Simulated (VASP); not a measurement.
# ScTeI2 (P6/mmm) in VASP: a series of runs

The runs below take ScTeI2 through single point, relaxation of cell and atoms, with PBE.

Everything below comes from runs of VASP 6.6.1. Logs are shortened: lines on timing, memory, paths and dates and some standing lists are left out, and cuts for length are marked.

## 1. The cell of the first run

Symmetry: P6/mmm, No. 191, hexagonal system. Conventional cell: a = 5.662 Å, b = 5.662 Å, c = 5.520 Å, α = 90.00°, β = 90.00°, γ = 120.00°. Within 3.6 Å of Sc (site symmetry 6/mmm) lie 2 Te at 2.76 Å and 6 I at 3.27 Å. Within 3.6 Å of Te (site symmetry 6/mmm) lie 2 Sc at 2.76 Å. I (site symmetry -6m2) has 3 Sc at 3.27 Å and 3 I at 3.27 Å and 6 Te at 4.28 Å within 4.3 Å.

The cell was built from a structure type or drawn by symmetry, and may not be a known phase.

## 2. Single point, PBE

The input, INCAR:

```
PREC = Accurate
ENCUT = 520
EDIFF = 1E-7
ISMEAR = 0
SIGMA = 0.1
LREAL = False
LASPH = True
NELM = 100
ALGO = Normal
ISIF = 2
LWAVE = False
LCHARG = True
GGA = PE
LELF = True
LVHAR = True
NBANDS = 24
```

The input, KPOINTS:

```
regular mesh
0
Gamma
  12 12 8
```

The input, POSCAR:

```
ScTeI2
1.0
    5.6622439182      0.0000000000      0.0000000000
   -2.8311219591      4.9036470756      0.0000000000
    0.0000000000      0.0000000000      5.5195409617
Sc Te I
1 1 2
Direct
    0.0000000000      0.0000000000      0.0000000000
    0.0000000000      0.0000000000      0.5000000000
    0.3333333333      0.6666666667      0.0000000000
    0.6666666667      0.3333333333      0.0000000000
```

Potentials or basis: VASP PAW PBE potentials, release 64 (Sc_sv, Te, I).

Command:

```
cat potpaw_PBE.64/Sc_sv/POTCAR potpaw_PBE.64/Te/POTCAR potpaw_PBE.64/I/POTCAR > POTCAR
mpirun -np 1 vasp_std > vasp.out
```

OUTCAR:

```text
PREC = Accurate
   ENCUT = 520
   EDIFF = 1E-7
   ISMEAR = 0
   LREAL = False
   LASPH = True
   NELM = 100
   ISIF = 2
   GGA = PE

 ion  position               nearest neighbor table
   1  0.000  0.000  0.000-   2 2.76   2 2.76   4 3.27   3 3.27   4 3.27   3 3.27   4 3.27   3 3.27

   2  0.000  0.000  0.500-   1 2.76   1 2.76
   3  0.333  0.667  0.000-   1 3.27   4 3.27   4 3.27   1 3.27   1 3.27   4 3.27
   4  0.667  0.333  0.000-   3 3.27   1 3.27   3 3.27   1 3.27   1 3.27   3 3.27

  LATTYP: Found a hexagonal cell.
 ALAT       =     5.6622439182
 C/A-ratio  =     0.9747974551

  Lattice vectors:

 A1 = (   5.6622439182,   0.0000000000,   0.0000000000)
 A2 = (  -2.8311219591,   4.9036470756,   0.0000000000)
 A3 = (   0.0000000000,   0.0000000000,   5.5195409617)

Analysis of symmetry for initial positions (statically):
=====================================================================
 Subroutine PRICEL returns:
 Original cell was already a primitive cell.

 Routine SETGRP: Setting up the symmetry group for a
 hexagonal supercell.

 Subroutine GETGRP returns: Found 24 space group operations
 (whereof 24 operations were pure point group operations)
 out of a pool of 24 trial point group operations.

The static configuration has the point symmetry D_6h.

Analysis of symmetry for dynamics (positions and initial velocities):
=====================================================================
 Subroutine PRICEL returns:
 Original cell was already a primitive cell.

 Routine SETGRP: Setting up the symmetry group for a
 hexagonal supercell.

 Subroutine GETGRP returns: Found 24 space group operations
 (whereof 24 operations were pure point group operations)
 out of a pool of 24 trial point group operations.

The dynamic configuration has the point symmetry D_6h.

 Subroutine INISYM returns: Found 24 space group operations
 (whereof 24 operations are pure point group operations),
 and found     1 'primitive' translations

----------------------------------------------------------------------------------------

                                     Primitive cell

  volume of cell :     153.2536

  direct lattice vectors                    reciprocal lattice vectors
     5.662243918  0.000000000  0.000000000     0.176608428  0.101964924  0.000000000
    -2.831121959  4.903647076  0.000000000     0.000000000  0.203929847  0.000000000
     0.000000000  0.000000000  5.519540962     0.000000000  0.000000000  0.181174487

  length of vectors
     5.662243918  5.662243918  5.519540962     0.203929847  0.203929847  0.181174487

  position of ions in fractional coordinates (direct lattice)
     0.000000000  0.000000000  0.000000000
     0.000000000  0.000000000  0.500000000
     0.333333333  0.666666667  0.000000000
     0.666666667  0.333333333  0.000000000

  ion indices of the primitive-cell ions
   primitive index   ion index
                 1           1
                 2           2
                 3           3
                 4           4

----------------------------------------------------------------------------------------

 KPOINTS: regular mesh

Automatic generation of k-mesh.
 Grid dimensions read from file:
 generate k-points for:   12   12    8

 Generating k-lattice:

  Cartesian coordinates                     Fractional coordinates (reciprocal lattice)
     0.014717369  0.008497077  0.000000000     0.083333333 -0.000000000  0.000000000
     0.000000000  0.016994154  0.000000000     0.000000000  0.083333333  0.000000000
     0.000000000  0.000000000  0.022646811     0.000000000  0.000000000  0.125000000

  Length of vectors
     0.016994154  0.016994154  0.022646811

  Shift w.r.t. Gamma in fractional coordinates (k-lattice)
     0.000000000  0.000000000  0.000000000

 Subroutine IBZKPT returns following result:
 ===========================================

 Found     95 irreducible k-points:

 Following reciprocal coordinates:
            Coordinates               Weight
  0.000000  0.000000  0.000000      1.000000
  0.083333  0.000000  0.000000      6.000000
  0.166667  0.000000  0.000000      6.000000
  0.250000  0.000000  0.000000      6.000000
  0.333333  0.000000  0.000000      6.000000
  0.416667  0.000000  0.000000      6.000000
[... 16 lines left out ...]
  0.250000  0.000000  0.125000     12.000000
  0.333333  0.000000  0.125000     12.000000
 [... further k-points ...]
   k-points           NKPTS =     95   k-points in BZ     NKDIM =     95   number of bands    NBANDS=     24
   number of dos      NEDOS =    301   number of ions     NIONS =      4
   total plane-waves  NPLWV =  74088
   dimension x,y,z NGX =    42 NGY =   42 NGZ =   42
   dimension x,y,z NGXF=    84 NGYF=   84 NGZF=   84
   ions per type =               1   1   2
   NGX,Y,Z   is equivalent  to a cutoff of  12.33, 12.33, 12.65 a.u.
   NGXF,Y,Z  is equivalent  to a cutoff of  24.66, 24.66, 25.30 a.u.
 SYSTEM =  unknown system
   PREC   = accura    normal or accurate (medium, high low for compatibility)
   ISTART =      0    job   : 0-new  1-cont  2-samecut
   ICHARG =      2    charge: 1-file 2-atom 10-const
   ISPIN  =      1    spin polarized calculation?
   LNONCOLLINEAR =      F non collinear calculations
   LSORBIT =      F    spin-orbit coupling
   LASPH  =      T    aspherical Exc in radial PAW
   ENCUT  =  520.0 eV  38.22 Ry    6.18 a.u.  10.53 10.53 10.26*2*pi/ulx,y,z
   NELM   =    100;   NELMIN=  2; NELMDL= -5     # of ELM steps
   EDIFF  = 0.1E-06   stopping-criterion for ELM
   LREAL  =      F    real-space projection
   EDIFFG = 0.1E-05   stopping-criterion for IOM
   NSW    =      0    number of steps for IOM
   IBRION =     -1    ionic relax: 0-MD 1-quasi-New 2-CG
   NFREE  =      0    steps in history (QN), initial steepest desc. (CG)
   ISIF   =      2    stress and relaxation
   ISYM   =      2    0-nonsym 1-usesym 2-fastsym
   POTIM  = 0.5000    time-step for ionic-motion
   TEBEG  =    0.0;   TEEND  =   0.0 temperature during run
   PSTRESS=    0.0 pullay stress
   NELECT =      31.0000    total number of electrons
   NUPDOWN=      -1.0000    fix difference up-down
   EMIN   =  10.00;   EMAX   =-10.00  energy-range for DOS
   EFERMI =   0.00;   METHOD = LEGACY
   ISMEAR =     0;   SIGMA  =   0.10  broadening in eV -4-tet -1-fermi 0-gaus
   EFERMI_NEDOS =   21; number of points for ismear=-14 and -15
   IALGO  =     38    algorithm
   IMIX   =      4    mixing-type and parameters
     AMIX     =   0.40;   BMIX     =  1.00
     AMIX_MAG =   1.60;   BMIX_MAG =  1.00
  volume/ion in A,a.u.               =      38.31       258.55
  Fermi-wavevector in a.u.,A,eV,Ry     =   0.961004  1.816034 12.565368  0.923528
  Thomas-Fermi vector in A             =   2.090338
   LORBIT       =      0    0 simple, 1 ext, 2 COOP (PROOUT), +10 PAW based schemes
   GGA     = PE    functional components
   LHFCALC =     F    Hartree Fock is set to
   AEXX    =    0.0000 exact exchange contribution
   IVDW    =     0    specifies the selected vdW correction
   LEPSILON=     F    determine dielectric tensor
   LRPA    =     F    only Hartree local field effects (RPA)
 non-spin polarized calculation
 Gauss-broadening in eV      SIGMA  =   0.10
  energy-cutoff  :      520.00
  volume of cell :      153.25
 maximum number of plane-waves:      4185
   NGX = 21   NGY = 21   NGZ = 21

 number of electron      30.9999992 magnetization

 Free energy of the ion-electron system (eV)
  ---------------------------------------------------
  ext. energy  EPLUGINS =         0.00000000
  ---------------------------------------------------
  free energy    TOTEN  =       -14.55651303 eV

  energy without entropy =      -14.53139765  energy(sigma->0) =      -14.54395534

 E-fermi :   2.7425     XC(G=0):  -8.1798

 val. band max:        2.7361141808   @ k =   0.0833   0.0833   0.1250
 cond. band min:       2.7495526348   @ k =   0.2500   0.0833   0.1250
 fundamental gap:      0.0134384540
 Fermi energy:         2.7424996221

 k-point     1 :       0.0000    0.0000    0.0000
  band No.  band energies     occupation
      1     -47.1510      2.00000
      2     -25.7842      2.00000
      3     -25.7842      2.00000
      4     -25.6880      2.00000
      5     -10.4733      2.00000
      6      -8.4721      2.00000
[... 16 lines left out ...]
     23       7.4630      0.00000
     24       9.8249      0.00000

 k-point     2 :       0.0833    0.0000    0.0000
  band No.  band energies     occupation
      1     -47.1510      2.00000
      2     -25.7843      2.00000
      3     -25.7842      2.00000
      4     -25.6880      2.00000
      5     -10.4480      2.00000
      6      -8.5150      2.00000
[... 16 lines left out ...]
     23       7.5664      0.00000
     24       9.8077      0.00000

 k-point     3 :       0.1667    0.0000    0.0000
  band No.  band energies     occupation
      1     -47.1510      2.00000
      2     -25.7845      2.00000
      3     -25.7843      2.00000
      4     -25.6880      2.00000
      5     -10.3737      2.00000
      6      -8.6353      2.00000
[... 16 lines left out ...]
     23       7.8466      0.00000
     24       9.6917      0.00000
[... 514 lines left out ...]
 k-point    23 :       0.2500    0.0000    0.1250
  band No.  band energies     occupation
      1     -47.1510      2.00000
      2     -25.7848      2.00000
      3     -25.7843      2.00000
      4     -25.6879      2.00000
      5     -10.2527      2.00000
      6      -8.8102      2.00000
[... 16 lines left out ...]
     23       8.3625      0.00000
     24       9.0375      0.00000

 k-point    24 :       0.3333    0.0000    0.1250
  band No.  band energies     occupation
      1     -47.1510      2.00000
      2     -25.7851      2.00000
      3     -25.7844      2.00000
      4     -25.6879      2.00000
      5     -10.1044      2.00000
      6      -9.0132      2.00000
[... 16 lines left out ...]
     23       8.5650      0.00000
     24       9.0022      0.00000

 [... further k-points ...]

------------------------ aborting loop because EDIFF is reached ----------------------------------------

  FORCE on cell =-STRESS in cart. coord.  units (eV):
  Direction    XX          YY          ZZ          XY          YZ          ZX
  --------------------------------------------------------------------------------------
  -------------------------------------------------------------------------------------
  Total        0.0438405      0.0438405      0.0652044      0.0000000      0.0000000     -0.0000000
  in kB        0.4583265      0.4583265      0.6816736      0.0000000      0.0000000     -0.0000000
  external PRESSURE =       0.5327755 kB  Pullay stress =       0.0000000 kB

 VOLUME and BASIS-vectors are now :
 -----------------------------------------------------------------------------
  energy-cutoff  :      520.00
  volume of cell :      153.25
      direct lattice vectors                 reciprocal lattice vectors
     5.662243918  0.000000000  0.000000000     0.176608428  0.101964924  0.000000000
    -2.831121959  4.903647076  0.000000000     0.000000000  0.203929847  0.000000000
     0.000000000  0.000000000  5.519540962     0.000000000  0.000000000  0.181174487

 POSITION                                       TOTAL-FORCE (eV/Angst)
 -----------------------------------------------------------------------------------
      0.00000      0.00000      0.00000         0.000000      0.000000      0.000000
      0.00000      0.00000      2.75977         0.000000      0.000000      0.000000
     -0.00000      3.26910      0.00000         0.000000     -0.000000      0.000000
      2.83112      1.63455      0.00000        -0.000000      0.000000     -0.000000
 -----------------------------------------------------------------------------------
    total drift:                               -0.000000      0.000000      0.000000

  FREE ENERGIE OF THE ION-ELECTRON SYSTEM (eV)
  ---------------------------------------------------
  free  energy   TOTEN  =       -14.5565130310 eV

  energy  without entropy=      -14.5313976515  energy(sigma->0) =      -14.54395534
```

Run time: 7.1 min. Hardware: 1 thread of Intel Xeon 6975P-C (Granite Rapids), shared host; peak memory 0.51 GiB.

What came out:

```yaml
Free_energy: -14.5565 eV
Pressure: 0.1 GPa
Band_gap_on_the_k_mesh: zero (an odd number of electrons rules out a gap without spin polarisation)
```

Caveat: spin-orbit coupling is left out, which moves the levels of the heavy elements; an odd number of electrons without spin polarisation forces a metal; a magnetic or distorted state may lie lower.

## 3. Relaxation of cell and atoms, PBE

The input, INCAR:

```
PREC = Accurate
ENCUT = 600
EDIFF = 1E-6
ISMEAR = 0
SIGMA = 0.1
LREAL = False
LASPH = True
NELM = 100
ALGO = Normal
ISIF = 3
LWAVE = False
LCHARG = False
GGA = PE
IBRION = 2
NSW = 100
EDIFFG = -0.01
```

KPOINTS is that of step 2.

The input, POSCAR:

```
ScTeI2
1.0
    5.6541028459      0.0000000000      0.0000000000
   -2.8270514230      4.8965967002      0.0000000000
    0.0000000000      0.0000000000      5.5350042135
Sc Te I
1 1 2
Direct
    0.0000000000      0.0000000000      0.0000000000
    0.0000000000      0.0000000000      0.5000000000
    0.3333333333      0.6666666667      0.0000000000
    0.6666666667      0.3333333333      0.0000000000
```

Potentials or basis: VASP PAW PBE potentials, release 64 (Sc_sv, Te, I).

Command:

```
cat potpaw_PBE.64/Sc_sv/POTCAR potpaw_PBE.64/Te/POTCAR potpaw_PBE.64/I/POTCAR > POTCAR
mpirun -np 1 vasp_std > vasp.out
```

It took 15 min on 1 thread of Intel Xeon 6975P-C (Granite Rapids), shared host; peak memory 0.63 GiB.

The run converged. Its results:

```
Free energy                           : -14.5566 eV
Relaxed volume                        : 38.35 Å³/atom
Relaxed cell                          : a = 5.663 Å, b = 5.663 Å, c = 5.524 Å, α = 90.00°, β = 90.00°, γ = 120.00°
Space group after relaxing (to 0.1 Å) : P6/mmm (No. 191)
Energy gained by relaxing             : 0.1 meV/atom
Ionic steps                           : 2
Pressure after relaxing               : 0.0 GPa
Band gap on the k mesh                : zero (an odd number of electrons rules out a gap without spin polarisation)
```

Step by step:
| step | energy change (eV) | largest force (eV/Å) | pressure (GPa) | volume (Å³) |
| --- | --- | --- | --- | --- |
| 1 | 0.0000 | 0.0000 | 0.03 | 153.24 |
| 2 | -0.0004 | 0.0000 | 0.02 | 153.39 |

Final structure:
```
Sc Te I
1.0
     5.66261    0.00000    0.00000
    -2.83131    4.90396    0.00000
     0.00000    0.00000    5.52356
Sc Te I
1 1 2
Direct
  0.00000 0.00000 0.00000
  0.00000 0.00000 0.50000
  0.33333 0.66667 0.00000
  0.66667 0.33333 0.00000
```

Levels at points of the mesh, in eV from the Fermi level:
```tsv
k point	band 11	band 12	band 13	band 14	band 15	band 16	band 17	band 18	band 19
(0.00, 0.00, 0.00)	-1.76	-1.76	-0.62	-0.40	0.46	0.46	1.48	1.48	2.09
(0.50, 0.00, 0.00)	-1.75	-1.25	-0.82	-0.74	-0.30	-0.11	1.40	1.73	1.98
(0.00, 0.00, 0.50)	-2.59	-1.35	-1.35	-0.84	-0.84	-0.78	2.25	2.68	2.68
(0.50, 0.00, 0.50)	-2.14	-1.58	-0.97	-0.97	-0.72	0.15	1.75	2.72	2.82
```

Caveat: spin-orbit coupling is left out, which moves the levels of the heavy elements; an odd number of electrons without spin polarisation forces a metal; a magnetic or distorted state may lie lower.

## 4. Single point, PBE

This run uses another cell than the first one, of 35.46 Å³/atom.

The input, INCAR:

```
SYSTEM = ScTeI2
PREC = Accurate
ENCUT = 520
EDIFF = 1E-6
ISMEAR = 0
SIGMA = 0.1
LREAL = .False.
LASPH = .True.
NELM = 100
ALGO = Normal
ISIF = 2
LWAVE = .False.
LCHARG = .True.
GGA = PE
LELF = .True.
LVHAR = .True.
NBANDS = 24
```

The input, KPOINTS:

```
Automatic mesh
0
Gamma
  6 6 4
  0 0 0
```

The input, POSCAR:

```
ScTeI2
1.0
    4.9362245500      0.0000000000      0.0000000000
   -2.4681122700      4.2748958600      0.0000000000
    0.0000000000      0.0000000000      6.7215899500
Sc Te I
1 1 2
Direct
    0.0000000000      0.0000000000      0.0000000000
    0.0000000000      0.0000000000      0.5000000000
    0.3333333300      0.6666666700      0.0000000000
    0.6666666700      0.3333333300      0.0000000000
```

Command:

```
cat potpaw_PBE.64/Sc_sv/POTCAR potpaw_PBE.64/Te/POTCAR potpaw_PBE.64/I/POTCAR > POTCAR
mpirun -np 1 vasp_std > vasp.out
```

It took 1.7 min on 1 thread of Intel Xeon 6975P-C (Granite Rapids), shared host; peak memory 0.3 GiB.

It converged, with:

```yaml
Free_energy: -11.9016 eV
Pressure: 9.5 GPa
Band_gap_on_the_k_mesh: zero (an odd number of electrons rules out a gap without spin polarisation)
```

Stress tensor (GPa, compression positive):
```
17.73  0.00  0.00
 0.00 17.73  0.00
 0.00  0.00 -6.82
```

Levels at points of the mesh, in eV from the Fermi level:
```tsv
k point	band 13	band 14	band 15	band 16	band 17	band 18
(0.00, 0.00, 0.00)	-0.90	-0.44	0.46	0.46	1.24	1.24
(0.50, 0.00, 0.00)	-0.98	-0.85	-0.62	0.06	0.96	1.71
(0.00, 0.00, 0.50)	-1.86	-0.92	0.00	0.00	1.76	1.76
(0.50, 0.00, 0.50)	-1.52	-0.67	-0.39	-0.35	1.60	1.72
```

Caveat: the cell stands under pressure; spin-orbit coupling is left out, which moves the levels of the heavy elements; an odd number of electrons without spin polarisation forces a metal; a magnetic or distorted state may lie lower.

## 5. The runs side by side

```tsv
task	cell	k mesh	cutoff (eV)	gap on the mesh (eV)	pressure (GPa)
single point	a = 5.662, b = 5.662, c = 5.520 Å, angles 90.0, 90.0, 120.0°, 4 atoms	12 × 12 × 8	520	none	0.1
relaxation of cell and atoms	relaxed from a = 5.654, b = 5.654, c = 5.535 Å, angles 90.0, 90.0, 120.0°, 4 atoms	12 × 12 × 8	600	none	0.0
single point	a = 4.936, b = 4.936, c = 6.722 Å, angles 90.0, 90.0, 120.0°, 4 atoms	6 × 6 × 4	520	none	9.5
```

Alike in all rows: level PBE; potentials or basis VASP PAW PBE potentials, release 64 (Sc_sv, Te, I); no spin polarisation; smearing gaussian 0.1 eV.

Caveats: spin-orbit coupling is left out, which moves the levels of the heavy elements; an odd number of electrons without spin polarisation forces a metal; a magnetic or distorted state may lie lower; the cell stands under pressure (at least some runs).

Total energies depend on the potentials used, so only differences within one code and one set of settings carry meaning.
